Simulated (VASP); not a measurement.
# Co (P6_3/mmc) in VASP: notebook, part 2 of 2

VASP 6.6.1.

### 3 Single point, PBE, collinear spin, ferromagnetic start (equal strain along all axes, cell held: -2.0 %)

Input file INCAR:

```
SYSTEM = Co
PREC = Accurate
ENCUT = 520
EDIFF = 1E-6
ISMEAR = 0
SIGMA = 0.1
LREAL = .False.
LASPH = .True.
NELM = 150
ALGO = Normal
ISIF = 2
LWAVE = .False.
LCHARG = .False.
ISPIN = 2
MAGMOM = 1.88 1.88 1.88 1.88
LORBIT = 11
LMAXMIX = 4
GGA = PE
NBANDS = 30
```

Input file KPOINTS:

```
Automatic mesh
0
Gamma
  24 24 8
  0 0 0
```

Input file POSCAR:

```
Co
1.0
    2.4417631154      0.0000000000      0.0000000000
   -1.2208815577      2.1146288880      0.0000000000
    0.0000000000      0.0000000000      7.9314511096
Co
4
Direct
    0.0000000000      0.0000000000      0.0000000000
    0.3333333333      0.6666666667      0.2500000000
    0.0000000000      0.0000000000      0.5000000000
    0.6666666667      0.3333333333      0.7500000000
```

Potentials or basis: VASP PAW PBE potentials, release 64 (Co).

On the command line:

```bash
> cat potpaw_PBE.64/Co/POTCAR > POTCAR
> mpirun -np 1 vasp_std > vasp.out
```

OUTCAR:

```text
SYSTEM = Co
   PREC = Accurate
   ENCUT = 520
   EDIFF = 1E-6
   ISMEAR = 0
   LREAL = .False.
   LASPH = .True.
   NELM = 150
   ISIF = 2
   ISPIN = 2
   LORBIT = 11
   GGA = PE

 ion  position               nearest neighbor table
   1  0.000  0.000  0.000-   2 2.43   4 2.43   4 2.43   2 2.43   4 2.43   2 2.43
   2  0.333  0.667  0.250-   1 2.43   3 2.43   1 2.43   3 2.43   1 2.43   3 2.43
   3  0.000  0.000  0.500-   2 2.43   4 2.43   4 2.43   2 2.43   4 2.43   2 2.43
   4  0.667  0.333  0.750-   1 2.43   3 2.43   1 2.43   3 2.43   1 2.43   3 2.43

  LATTYP: Found a hexagonal cell.
 ALAT       =     2.4417631154
 C/A-ratio  =     3.2482475714

  Lattice vectors:

 A1 = (   2.4417631154,   0.0000000000,   0.0000000000)
[... 1813 lines left out ...]
    -1.220881558  2.114628888  0.000000000     0.000000000  0.472896216  0.000000000
     0.000000000  0.000000000  7.931451110     0.000000000  0.000000000  0.126080333

 POSITION                                       TOTAL-FORCE (eV/Angst)
 -----------------------------------------------------------------------------------
      0.00000      0.00000      0.00000         0.000000      0.000000      0.000000
     -0.00000      1.40975      1.98286        -0.000000      0.000000     -0.000000
      0.00000      0.00000      3.96573         0.000000      0.000000      0.000000
      1.22088      0.70488      5.94859         0.000000      0.000000      0.000000
 -----------------------------------------------------------------------------------
    total drift:                                0.000000     -0.000000      0.000000

  FREE ENERGIE OF THE ION-ELECTRON SYSTEM (eV)
  ---------------------------------------------------
  free  energy   TOTEN  =       -28.0288658253 eV

  energy  without entropy=      -28.0103204651  energy(sigma->0) =      -28.01959315

 total charge

# of ion       s       p       d       tot
------------------------------------------
    1        0.516   0.574   7.306   8.395
    2        0.515   0.577   7.298   8.390
    3        0.516   0.574   7.306   8.395
    4        0.515   0.577   7.298   8.390
--------------------------------------------------
tot          2.061   2.301  29.207  33.569

 magnetization (x)

# of ion       s       p       d       tot
------------------------------------------
    1       -0.015  -0.052   1.651   1.585
    2       -0.014  -0.053   1.673   1.605
    3       -0.015  -0.052   1.651   1.585
    4       -0.014  -0.053   1.673   1.605
--------------------------------------------------
tot         -0.058  -0.210   6.648   6.380
```

OSZICAR:

```text
N       E                     dE             d eps       ncg     rms          rms(c)
DAV:   1     0.239548982250E+03    0.23955E+03   -0.15179E+04 37304   0.161E+03
DAV:   2    -0.169610120031E+02   -0.25651E+03   -0.23871E+03 36624   0.311E+02
DAV:   3    -0.318051632673E+02   -0.14844E+02   -0.14003E+02 40608   0.101E+02
DAV:   4    -0.320772005693E+02   -0.27204E+00   -0.27164E+00 45232   0.134E+01
DAV:   5    -0.320883099128E+02   -0.11109E-01   -0.11108E-01 50144   0.213E+00    0.223E+01
DAV:   6    -0.286213932375E+02    0.34669E+01   -0.22933E+01 40920   0.717E+01    0.920E+00
DAV:   7    -0.286614727654E+02   -0.40080E-01   -0.50245E+00 42638   0.413E+01    0.132E+01
DAV:   8    -0.285417887191E+02    0.11968E+00   -0.53909E+00 43234   0.473E+01    0.110E+01
DAV:   9    -0.280546317344E+02    0.48716E+00   -0.13689E+00 46624   0.230E+01    0.253E+00
DAV:  10    -0.280287530607E+02    0.25879E-01   -0.11832E-01 44146   0.404E+00    0.741E-01
DAV:  11    -0.280284181010E+02    0.33496E-03   -0.10379E-02 44230   0.917E-01    0.368E-01
DAV:  12    -0.280287754935E+02   -0.35739E-03   -0.11844E-03 55342   0.370E-01    0.131E-01
DAV:  13    -0.280288809240E+02   -0.10543E-03   -0.26771E-04 46944   0.158E-01    0.905E-02
DAV:  14    -0.280288625835E+02    0.18341E-04   -0.11090E-04 44258   0.215E-01    0.265E-02
DAV:  15    -0.280288672005E+02   -0.46170E-05   -0.11048E-05 48640   0.320E-02    0.267E-02
DAV:  16    -0.280288661455E+02    0.10549E-05   -0.89260E-06 38170   0.611E-02    0.397E-03
DAV:  17    -0.280288658253E+02    0.32025E-06   -0.51622E-07 20334   0.832E-03
   1 F= -.28028866E+02 E0= -.28019593E+02  d E =-.185454E-01  mag=     6.3501
```

Wall time 20 min (1 thread of Oxide Virtual Turin-like, shared host); peak memory 0.52 GiB.

Results:

```
Free energy                                           : -28.0289 eV
Pressure                                              : 14.1 GPa
Net moment                                            : 6.35 μB per cell
Site moments                                          : Co +1.58, +1.60 (each value once) μB
Valence electrons inside the program's atomic spheres : Co 8.39
```

Levels at points of the mesh, in eV from the Fermi level:
Spin up:
```csv
k point,band 17,band 18,band 19,band 20,band 21,band 22,band 23,band 24,band 25,band 26
"(0.00, 0.00, 0.00)",-1.84,-1.48,-1.48,-1.14,-1.14,-0.71,-0.71,-0.23,6.77,15.53
"(0.50, 0.00, 0.00)",-0.57,-0.48,-0.45,-0.42,0.27,1.43,2.66,3.31,7.43,7.45
"(0.00, 0.00, 0.50)",-1.64,-1.64,-1.64,-1.64,-0.90,-0.90,-0.90,-0.90,9.84,9.84
"(0.50, 0.00, 0.50)",-0.62,-0.62,-0.48,-0.48,1.36,1.36,2.98,2.98,7.78,7.78
```
Spin down:
| k point | band 11 | band 12 | band 13 | band 14 | band 15 | band 16 | band 17 | band 18 |
| --- | --- | --- | --- | --- | --- | --- | --- | --- |
| (0.00, 0.00, 0.00) | -1.20 | -0.94 | -0.94 | -0.89 | -0.89 | -0.26 | 0.01 | 0.01 |
| (0.50, 0.00, 0.00) | -0.86 | -0.15 | -0.11 | 0.52 | 1.22 | 1.26 | 1.28 | 1.29 |
| (0.00, 0.00, 0.50) | -1.16 | -1.16 | -1.05 | -1.05 | -1.05 | -1.05 | 0.21 | 0.21 |
| (0.50, 0.00, 0.50) | -0.92 | -0.92 | -0.26 | -0.26 | 0.85 | 0.85 | 1.24 | 1.24 |

Caveat: the cell differs from its parent crystal (equal strain along all axes, cell held: -2.0 %); the cell stands under pressure.

### 4 Single point, PBE, collinear spin, ferromagnetic start (biaxial strain in the a-b plane: -2.0 %, then relaxed in part)

Input file INCAR:

```
ALGO = Normal
EDIFF = 1E-6
ENCUT = 520
GGA = PE
ISIF = 2
ISMEAR = 0
ISPIN = 2
LASPH = True
LCHARG = False
LMAXMIX = 4
LORBIT = 11
LREAL = False
LWAVE = False
MAGMOM = 1.88 1.88 1.88 1.88
NBANDS = 30
NELM = 150
PREC = Accurate
SIGMA = 0.1
```

Input file KPOINTS:

```
k-points
0
Gamma
  24 24 8
```

POSCAR: that of step 3 with these lines changed.

```diff
@@ -4,3 +4,3 @@
    -1.2208815577      2.1146288880      0.0000000000
-    0.0000000000      0.0000000000      7.9314511096
+    0.0000000000      0.0000000000      8.1845307221
 Co
```

On the command line:

```bash
> cat potpaw_PBE.64/Co/POTCAR > POTCAR
> mpirun -np 1 vasp_std > vasp.out
```

It took 20 min on 1 thread of Oxide Virtual Turin-like, shared host; peak memory 0.52 GiB.

Results (log left out):

```yaml
Free_energy: -28.0792 eV
Pressure: 6.4 GPa
Net_moment: 6.48 μB per cell
Site_moments: Co +1.62, +1.64 (each value once) μB
Valence_electrons_inside_the_program's_atomic_spheres: Co 8.33, 8.32 (each value once)
```

Stress tensor (GPa, compression positive):
```
 9.98  0.00  0.00
 0.00  9.98  0.00
 0.00  0.00 -0.77
```

Levels at points of the mesh, in eV from the Fermi level:
Spin up:
```
           k point  band 19  band 20  band 21  band 22  band 23  band 24
(0.00, 0.00, 0.00)    -1.48    -1.20    -1.20    -0.83    -0.83    -0.57
(0.50, 0.00, 0.00)    -0.51    -0.49     0.33     1.42     2.59     3.23
(0.00, 0.00, 0.50)    -1.65    -1.65    -0.98    -0.98    -0.98    -0.98
(0.50, 0.00, 0.50)    -0.50    -0.50     1.32     1.32     2.90     2.90
```
Spin down:
| k point | band 10 | band 11 | band 12 | band 13 | band 14 | band 15 | band 16 | band 17 | band 18 | band 19 |
| --- | --- | --- | --- | --- | --- | --- | --- | --- | --- | --- |
| (0.00, 0.00, 0.00) | -1.13 | -1.13 | -0.90 | -0.90 | -0.85 | -0.85 | -0.61 | 0.10 | 0.10 | 0.46 |
| (0.50, 0.00, 0.00) | -1.06 | -0.93 | -0.06 | -0.03 | 0.56 | 1.19 | 1.22 | 1.26 | 1.29 | 1.31 |
| (0.00, 0.00, 0.50) | -1.08 | -1.08 | -1.08 | -0.96 | -0.96 | -0.96 | -0.96 | 0.27 | 0.27 | 0.27 |
| (0.50, 0.00, 0.50) | -0.87 | -0.78 | -0.78 | -0.28 | -0.28 | 0.82 | 0.82 | 1.27 | 1.27 | 1.36 |

Caveat: the cell differs from its parent crystal (biaxial strain in the a-b plane: -2.0 %, then relaxed in part); the cell stands under pressure.

### 5 Single point, PBE, collinear spin, ferromagnetic start (biaxial strain in the a-b plane: +2.0 %, then relaxed in part)

Input file INCAR:

```
SYSTEM = Co
PREC = Accurate
ENCUT = 520
EDIFF = 1E-7
ISMEAR = 0
SIGMA = 0.1
LREAL = .False.
LASPH = .True.
NELM = 150
ALGO = Normal
ISIF = 2
LWAVE = .False.
LCHARG = .False.
ISPIN = 2
MAGMOM = 1.88 1.88 1.88 1.88
LORBIT = 11
LMAXMIX = 4
GGA = PE
NBANDS = 30
```

Input file KPOINTS:

```
regular mesh
0
Gamma
  24 24 8
  0 0 0
```

Input file POSCAR:

```
Co
1.0
    2.5414269160      0.0000000000      0.0000000000
   -1.2707134580      2.2009402711      0.0000000000
    0.0000000000      0.0000000000      8.0055145589
Co
4
Direct
    0.0000000000      0.0000000000      0.0000000000
    0.3333333333      0.6666666667      0.2500000000
    0.0000000000      0.0000000000      0.5000000000
    0.6666666667      0.3333333333      0.7500000000
```

On the command line:

```bash
> cat potpaw_PBE.64/Co/POTCAR > POTCAR
> mpirun -np 1 vasp_std > vasp.out
```

It took 26 min on 1 thread of Oxide Virtual Turin-like, shared host; peak memory 0.56 GiB.

The run converged. Its results:

```yaml
Free_energy: -28.0831 eV
Pressure: -6.0 GPa
Net_moment: 6.57 μB per cell
Site_moments: Co +1.66, +1.67 (each value once) μB
Valence_electrons_inside_the_program's_atomic_spheres: Co 8.22, 8.21 (each value once)
```

Stress tensor (GPa, compression positive):
```
-8.67  0.00  0.00
 0.00 -8.67  0.00
 0.00  0.00 -0.80
```

Levels at points of the mesh, in eV from the Fermi level:
Spin up:
| k point | band 19 | band 20 | band 21 | band 22 | band 23 | band 24 | band 25 | band 26 |
| --- | --- | --- | --- | --- | --- | --- | --- | --- |
| (0.00, 0.00, 0.00) | -1.58 | -1.22 | -1.22 | -0.81 | -0.81 | 0.17 | 6.41 | 15.29 |
| (0.50, 0.00, 0.00) | -0.60 | -0.60 | 0.18 | 1.31 | 2.22 | 2.84 | 6.55 | 6.58 |
| (0.00, 0.00, 0.50) | -1.69 | -1.69 | -1.00 | -1.00 | -1.00 | -1.00 | 9.57 | 9.57 |
| (0.50, 0.00, 0.50) | -0.71 | -0.71 | 1.08 | 1.08 | 2.59 | 2.59 | 7.00 | 7.00 |
Spin down:
```
           k point  band 12  band 13  band 14  band 15  band 16  band 17
(0.00, 0.00, 0.00)    -0.78    -0.78    -0.75    -0.75     0.00     0.00
(0.50, 0.00, 0.00)    -0.16    -0.11     0.44     1.04     1.10     1.10
(0.00, 0.00, 0.50)    -1.01    -0.94    -0.94    -0.94    -0.94     0.21
(0.50, 0.00, 0.50)    -0.79    -0.19    -0.19     0.79     0.79     1.06
```

Caveat: the cell differs from its parent crystal (biaxial strain in the a-b plane: +2.0 %, then relaxed in part); the cell stands under tension.

### 6 Overview

```tsv
cell	gap on the mesh (eV)	pressure (GPa)	moment (μB)
a = 2.392, b = 2.392, c = 8.276 Å, angles 90.0, 90.0, 120.0°, 4 atoms	none	15.0	6.38
a = 2.442, b = 2.442, c = 7.931 Å, angles 90.0, 90.0, 120.0°, 4 atoms	none	14.1	6.35
a = 2.442, b = 2.442, c = 8.185 Å, angles 90.0, 90.0, 120.0°, 4 atoms	none	6.4	6.48
a = 2.541, b = 2.541, c = 8.006 Å, angles 90.0, 90.0, 120.0°, 4 atoms	none	-6.0	6.57
```

Alike in all rows: task single point; level PBE; potentials or basis VASP PAW PBE potentials, release 64 (Co); spin collinear, ferromagnetic start; k mesh 24 × 24 × 8; cutoff (eV) 520; smearing gaussian 0.1 eV.

Caveats: the cell stands under pressure (at least some runs); the cell stands under tension (at least some runs).

Absolute energies hang on the potentials; compare differences alone.
